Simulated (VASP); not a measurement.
Write the native input for VASP 6.6.1 that does the following.

```
Task                   : single point
Functional             : PBE
Potentials or basis    : VASP PAW PBE potentials, release 64 (Ta_pv, Ge_d, Mo_sv)
Cutoff                 : 520 eV
k mesh                 : 10 × 10 × 2
Occupations            : gaussian, width 0.1 eV
Spin                   : no spin polarisation
Dipole correction      : no
Further INCAR settings : ALGO = Fast; EDIFF = 1e-06; NBANDS = 72
```

The structure of Ta3GeMo lies in POSCAR:

```
Ta3GeMo
1.0
    3.3716519969      0.0000000000      0.0000000000
    0.0000000000      3.3716519969      0.0000000000
    0.0000000000      0.0000000000     14.9945978158
Ta Ge Mo
6 2 2
Direct
    0.5000000000      0.5000000000      0.5000000000
    0.5000000000      0.5000000000      0.7021003101
    0.5000000000      0.5000000000      0.2978996899
    0.0000000000      0.0000000000      0.0000000000
    0.5000000000      0.5000000000      0.8945126170
    0.5000000000      0.5000000000      0.1054873830
    0.0000000000      0.0000000000      0.1989766228
    0.0000000000      0.0000000000      0.8010233772
    0.0000000000      0.0000000000      0.3939497690
    0.0000000000      0.0000000000      0.6060502310
```

These files were run (other wordings do the same):

INCAR

```
ALGO = Fast ; EDIFF = 1E-6
ENCUT = 520 ; GGA = PE
ISIF = 2 ; ISMEAR = 0
LASPH = T ; LCHARG = F
LREAL = F ; LWAVE = F
NBANDS = 72 ; NELM = 60
PREC = Accurate ; SIGMA = 0.1
```

KPOINTS

```
k-points
0
Gamma
  10 10 2
```

Potentials or basis: VASP PAW PBE potentials, release 64 (Ta_pv, Ge_d, Mo_sv).

Launch:

```bash
$ cat potpaw_PBE.64/Ta_pv/POTCAR potpaw_PBE.64/Ge_d/POTCAR potpaw_PBE.64/Mo_sv/POTCAR > POTCAR
$ mpirun -np 1 vasp_std > vasp.out
```

It gave:

```yaml
Pressure: 0.2 GPa
Largest_force: 0.016 eV/Å
Band_gap_on_the_k_mesh: zero (bands 61 and 62 overlap by 0.51 eV)
```

Caveat: spin-orbit coupling is left out, which moves the levels of the heavy elements.

Wall time 26 min on 1 thread of Oxide Virtual Turin-like Processor, with other jobs on the host, peak memory 0.53 GiB.
